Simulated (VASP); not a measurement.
# PtS2 (P3m1) in VASP: further runs

Runs on PtS2. Level: PBEsol. Tasks: single point.

All numbers are computed with VASP 6.6.1; they aren't measurements. Logs are shortened: lines on timing, memory, paths and dates and some standing lists are left out, and cuts for length are marked.

### 1 The cell of the first run

It takes space group P3m1 (No. 156, trigonal). Conventional cell: a = 3.543 Å, b = 3.543 Å, c = 5.039 Å, α = 90.00°, β = 90.00°, γ = 120.00°. Within 3.0 Å of Pt (site symmetry 3m) lie 6 S at 2.26 to 2.40 Å. S (site symmetry 3m) has 3 Pt at 2.26 Å and 3 S at 3.02 Å within 3.1 Å. Within 3.2 Å of S (site symmetry 3m) lie 3 Pt at 2.40 Å and 3 S at 3.02 Å.

### 2 Single point, PBEsol (atom 2 (S) moved by (+0.000, -0.300) A along [1 1 0] and z)

Input file INCAR:

```
SYSTEM = PtS2
ALGO = Normal ; EDIFF = 1E-6
ENCUT = 520 ; GGA = PS
ISIF = 2 ; ISMEAR = 0
LASPH = .True. ; LCHARG = .False.
LREAL = .False. ; LWAVE = .False.
NBANDS = 18 ; NELM = 100
PREC = Accurate ; SIGMA = 0.05
```

Input file KPOINTS:

```
k-points
0
Gamma
  12 12 8
  0 0 0
```

Input file POSCAR:

```
PtS2
1.0
    3.5431994758      0.0000000000      0.0000000000
   -1.7715997379      3.0685007567      0.0000000000
    0.0000000000      0.0000000000      5.0388000000
Pt S
1 2
Direct
    0.0000000000      0.0000000000      0.0000000000
    0.3333333333      0.6666666667      0.1904620148
    0.6666666667      0.3333333333      0.7500000000
```

Potentials or basis: VASP PAW PBE potentials, release 64 (Pt, S).

The run is started by

```bash
$ cat potpaw_PBE.64/Pt/POTCAR potpaw_PBE.64/S/POTCAR > POTCAR
$ mpirun -np 1 vasp_std > vasp.out
```

OUTCAR:

```text
SYSTEM = PtS2
   EDIFF = 1E-6
   ENCUT = 520
   GGA = PS
   ISIF = 2
   ISMEAR = 0
   LASPH = .True.
   LREAL = .False.
   NELM = 100
   PREC = Accurate

 ion  position               nearest neighbor table
   1  0.000  0.000  0.000-   2 2.26   2 2.26   2 2.26   3 2.40   3 2.40   3 2.40
   2  0.333  0.667  0.190-   1 2.26   1 2.26   1 2.26
   3  0.667  0.333  0.750-   1 2.40   1 2.40   1 2.40

  LATTYP: Found a hexagonal cell.
 ALAT       =     3.5431994758
 C/A-ratio  =     1.4221045229

  Lattice vectors:

 A1 = (   3.5431994758,   0.0000000000,   0.0000000000)
 A2 = (  -1.7715997379,   3.0685007567,   0.0000000000)
 A3 = (   0.0000000000,   0.0000000000,   5.0388000000)

Analysis of symmetry for initial positions (statically):
=====================================================================
 Subroutine PRICEL returns:
 Original cell was already a primitive cell.

 Routine SETGRP: Setting up the symmetry group for a
 hexagonal supercell.

 Subroutine GETGRP returns: Found  6 space group operations
 (whereof  6 operations were pure point group operations)
 out of a pool of 24 trial point group operations.

The static configuration has the point symmetry C_3v.

Analysis of symmetry for dynamics (positions and initial velocities):
=====================================================================
 Subroutine PRICEL returns:
 Original cell was already a primitive cell.

 Routine SETGRP: Setting up the symmetry group for a
 hexagonal supercell.

 Subroutine GETGRP returns: Found  6 space group operations
 (whereof  6 operations were pure point group operations)
 out of a pool of 24 trial point group operations.

The dynamic configuration has the point symmetry C_3v.

 Subroutine INISYM returns: Found  6 space group operations
 (whereof  6 operations are pure point group operations),
 and found     1 'primitive' translations

----------------------------------------------------------------------------------------

                                     Primitive cell

  volume of cell :      54.7834

  direct lattice vectors                    reciprocal lattice vectors
     3.543199476  0.000000000  0.000000000     0.282230794  0.162946025  0.000000000
    -1.771599738  3.068500757  0.000000000     0.000000000  0.325892049  0.000000000
     0.000000000  0.000000000  5.038800000     0.000000000  0.000000000  0.198459951

  length of vectors
     3.543199476  3.543199476  5.038800000     0.325892049  0.325892049  0.198459951

  position of ions in fractional coordinates (direct lattice)
     0.000000000  0.000000000  0.000000000
     0.333333333  0.666666667  0.190462015
     0.666666667  0.333333333  0.750000000

  ion indices of the primitive-cell ions
   primitive index   ion index
                 1           1
                 2           2
                 3           3

----------------------------------------------------------------------------------------

 KPOINTS: k-points

Automatic generation of k-mesh.
 Grid dimensions read from file:
 generate k-points for:   12   12    8

 Generating k-lattice:

  Cartesian coordinates                     Fractional coordinates (reciprocal lattice)
     0.023519233  0.013578835  0.000000000     0.083333333  0.000000000  0.000000000
     0.000000000  0.027157671  0.000000000     0.000000000  0.083333333  0.000000000
     0.000000000  0.000000000  0.024807494     0.000000000  0.000000000  0.125000000

  Length of vectors
     0.027157671  0.027157671  0.024807494

  Shift w.r.t. Gamma in fractional coordinates (k-lattice)
     0.000000000  0.000000000  0.000000000

 Subroutine IBZKPT returns following result:
 ===========================================

 Found    131 irreducible k-points:

 Following reciprocal coordinates:
            Coordinates               Weight
  0.000000  0.000000  0.000000      1.000000
  0.083333  0.000000  0.000000      6.000000
  0.166667  0.000000  0.000000      6.000000
  0.250000 -0.000000  0.000000      6.000000
  0.333333 -0.000000  0.000000      6.000000
  0.416667 -0.000000  0.000000      6.000000
[... 16 lines left out ...]
  0.166667  0.000000  0.125000      6.000000
  0.000000  0.166667  0.125000      6.000000
 [... further k-points ...]
   k-points           NKPTS =    131   k-points in BZ     NKDIM =    131   number of bands    NBANDS=     18
   number of dos      NEDOS =    301   number of ions     NIONS =      3
   total plane-waves  NPLWV =  31360
   dimension x,y,z NGX =    28 NGY =   28 NGZ =   40
   dimension x,y,z NGXF=    56 NGYF=   56 NGZF=   80
   ions per type =               1   2
   NGX,Y,Z   is equivalent  to a cutoff of  13.14, 13.14, 13.20 a.u.
   NGXF,Y,Z  is equivalent  to a cutoff of  26.28, 26.28, 26.39 a.u.
 SYSTEM =  PtS2
   PREC   = accura    normal or accurate (medium, high low for compatibility)
   ISTART =      0    job   : 0-new  1-cont  2-samecut
   ICHARG =      2    charge: 1-file 2-atom 10-const
   ISPIN  =      1    spin polarized calculation?
   LNONCOLLINEAR =      F non collinear calculations
   LSORBIT =      F    spin-orbit coupling
   LASPH  =      T    aspherical Exc in radial PAW
   ENCUT  =  520.0 eV  38.22 Ry    6.18 a.u.   6.59  6.59  9.37*2*pi/ulx,y,z
   NELM   =    100;   NELMIN=  2; NELMDL= -5     # of ELM steps
   EDIFF  = 0.1E-05   stopping-criterion for ELM
   LREAL  =      F    real-space projection
   EDIFFG = 0.1E-04   stopping-criterion for IOM
   NSW    =      0    number of steps for IOM
   IBRION =     -1    ionic relax: 0-MD 1-quasi-New 2-CG
   NFREE  =      0    steps in history (QN), initial steepest desc. (CG)
   ISIF   =      2    stress and relaxation
   ISYM   =      2    0-nonsym 1-usesym 2-fastsym
   POTIM  = 0.5000    time-step for ionic-motion
   TEBEG  =    0.0;   TEEND  =   0.0 temperature during run
   PSTRESS=    0.0 pullay stress
   NELECT =      22.0000    total number of electrons
   NUPDOWN=      -1.0000    fix difference up-down
   EMIN   =  10.00;   EMAX   =-10.00  energy-range for DOS
   EFERMI =   0.00;   METHOD = LEGACY
   ISMEAR =     0;   SIGMA  =   0.05  broadening in eV -4-tet -1-fermi 0-gaus
   EFERMI_NEDOS =   21; number of points for ismear=-14 and -15
   IALGO  =     38    algorithm
   IMIX   =      4    mixing-type and parameters
     AMIX     =   0.40;   BMIX     =  1.00
     AMIX_MAG =   1.60;   BMIX_MAG =  1.00
  volume/ion in A,a.u.               =      18.26       123.23
  Fermi-wavevector in a.u.,A,eV,Ry     =   1.207812  2.282434 19.848319  1.458810
  Thomas-Fermi vector in A             =   2.343439
   LORBIT       =      0    0 simple, 1 ext, 2 COOP (PROOUT), +10 PAW based schemes
   GGA     = PS    functional components
   LHFCALC =     F    Hartree Fock is set to
   AEXX    =    0.0000 exact exchange contribution
   IVDW    =     0    specifies the selected vdW correction
   LEPSILON=     F    determine dielectric tensor
   LRPA    =     F    only Hartree local field effects (RPA)
 non-spin polarized calculation
 Gauss-broadening in eV      SIGMA  =   0.05
  energy-cutoff  :      520.00
  volume of cell :       54.78
 maximum number of plane-waves:      1507
 NGX is ok and might be reduce to    28
   NGX = 13   NGY = 13   NGZ = 19

 number of electron      22.0000000 magnetization

 Free energy of the ion-electron system (eV)
  ---------------------------------------------------
  ext. energy  EPLUGINS =         0.00000000
  ---------------------------------------------------
  free energy    TOTEN  =       -16.60795500 eV

  energy without entropy =      -16.60795500  energy(sigma->0) =      -16.60795500

 E-fermi :   7.0886     XC(G=0): -10.7363

 val. band max:        6.8420564440   @ k =   0.0000   0.1667   0.1250
 cond. band min:       7.3910942631   @ k =   0.3333   0.3333   0.0000
 fundamental gap:      0.5490378191
 Fermi energy:         7.0885759692

 k-point     1 :       0.0000    0.0000    0.0000
  band No.  band energies     occupation
      1      -9.1377      2.00000
      2      -5.6311      2.00000
      3      -0.7616      2.00000
      4      -0.7616      2.00000
      5      -0.2589      2.00000
      6       2.5329      2.00000
[... 10 lines left out ...]
     17      14.4525      0.00000
     18      18.1076      0.00000

 k-point     2 :       0.0833    0.0000    0.0000
  band No.  band energies     occupation
      1      -9.0421      2.00000
      2      -5.6977      2.00000
      3      -0.6948      2.00000
      4      -0.6925      2.00000
      5      -0.1571      2.00000
      6       2.4139      2.00000
[... 10 lines left out ...]
     17      14.7731      0.00000
     18      17.8278      0.00000

 k-point     3 :       0.1667    0.0000    0.0000
  band No.  band energies     occupation
      1      -8.7657      2.00000
      2      -5.8709      2.00000
      3      -0.5113      2.00000
      4      -0.4987      2.00000
      5       0.1206      2.00000
      6       2.0444      2.00000
[... 10 lines left out ...]
     17      15.5440      0.00000
     18      16.7647      0.00000

 k-point     4 :       0.2500   -0.0000    0.0000
  band No.  band energies     occupation
      1      -8.3436      2.00000
      2      -6.0910      2.00000
      3      -0.3155      2.00000
      4      -0.2260      2.00000
      5       0.5178      2.00000
      6       1.4898      2.00000
[... 375 lines left out ...]
      4      -0.6945      2.00000
      5       0.0161      2.00000
      6       2.4008      2.00000
[... 10 lines left out ...]
     17      14.8891      0.00000
     18      17.4242      0.00000

 k-point    23 :       0.1667    0.0000    0.1250
  band No.  band energies     occupation
      1      -8.7348      2.00000
      2      -5.9467      2.00000
      3      -0.5438      2.00000
      4      -0.4882      2.00000
      5       0.2567      2.00000
      6       2.0752      2.00000
[... 10 lines left out ...]
     17      15.2561      0.00000
     18      16.5635      0.00000

 k-point    24 :       0.0000    0.1667    0.1250
  band No.  band energies     occupation
      1      -8.7386      2.00000
      2      -5.9312      2.00000
      3      -0.6165      2.00000
      4      -0.5062      2.00000
      5       0.3342      2.00000
      6       1.9978      2.00000
[... 10 lines left out ...]
     17      15.8151      0.00000
     18      16.2876      0.00000

 [... further k-points ...]

------------------------ aborting loop because EDIFF is reached ----------------------------------------

  FORCE on cell =-STRESS in cart. coord.  units (eV):
  Direction    XX          YY          ZZ          XY          YZ          ZX
  --------------------------------------------------------------------------------------
  -------------------------------------------------------------------------------------
  Total        3.7913993      3.7913993      2.7113495      0.0000000      0.0000000      0.0000000
  in kB      110.8820266    110.8820266     79.2952417      0.0000000      0.0000000      0.0000000
  external PRESSURE =     100.3530983 kB  Pullay stress =       0.0000000 kB

 VOLUME and BASIS-vectors are now :
 -----------------------------------------------------------------------------
  energy-cutoff  :      520.00
  volume of cell :       54.78
      direct lattice vectors                 reciprocal lattice vectors
     3.543199476  0.000000000  0.000000000     0.282230794  0.162946025  0.000000000
    -1.771599738  3.068500757  0.000000000     0.000000000  0.325892049  0.000000000
     0.000000000  0.000000000  5.038800000     0.000000000  0.000000000  0.198459951

 POSITION                                       TOTAL-FORCE (eV/Angst)
 -----------------------------------------------------------------------------------
      0.00000      0.00000      0.00000        -0.000000      0.000000     -3.216630
     -0.00000      2.04567      0.95970         0.000000     -0.000000      3.158393
      1.77160      1.02283      3.77910         0.000000      0.000000      0.058237
 -----------------------------------------------------------------------------------
    total drift:                               -0.000000     -0.000000      0.000136

  FREE ENERGIE OF THE ION-ELECTRON SYSTEM (eV)
  ---------------------------------------------------
  free  energy   TOTEN  =       -16.6079549968 eV

  energy  without entropy=      -16.6079549968  energy(sigma->0) =      -16.60795500
```

Run time: 45 s. Hardware: 1 thread of Intel Xeon 6975P-C (Granite Rapids), shared host; peak memory 0.26 GiB.

Results:

- Free energy: -16.6080 eV
- Pressure: 10.0 GPa
- Largest force: 3.217 eV/Å
- Band gap on the k mesh: 0.55 eV (least direct gap 0.81 eV)

Forces on the atoms (eV/Å):
```
Pt   0.000  0.000 -3.217
S    0.000  0.000  3.158
S    0.000  0.000  0.058
```

Stress tensor (GPa, compression positive):
```
11.09  0.00  0.00
 0.00 11.09  0.00
 0.00  0.00  7.93
```

Levels at points of the mesh, in eV from the valence-band top:
```tsv
k point	band 9	band 10	band 11	band 12	band 13	band 14
(0.00, 0.00, 0.00)	-1.29	-1.29	-0.30	2.46	2.46	4.50
(0.50, 0.00, 0.00)	-3.49	-3.23	-2.20	1.50	2.61	5.22
(0.00, 0.00, 0.50)	-1.44	-1.44	-0.98	2.89	2.89	5.09
(0.50, 0.00, 0.50)	-3.30	-3.00	-1.33	1.95	1.98	5.17
```

Caveat: the cell differs from its parent crystal (atom 2 (S) moved by (+0.000, -0.300) A along [1 1 0] and z); the cell stands under pressure; the PAW data sets were made with another functional, which shifts forces and pressure a little; spin-orbit coupling is left out, which moves the levels of the heavy elements.

(Part 1 of 2 ends here.)
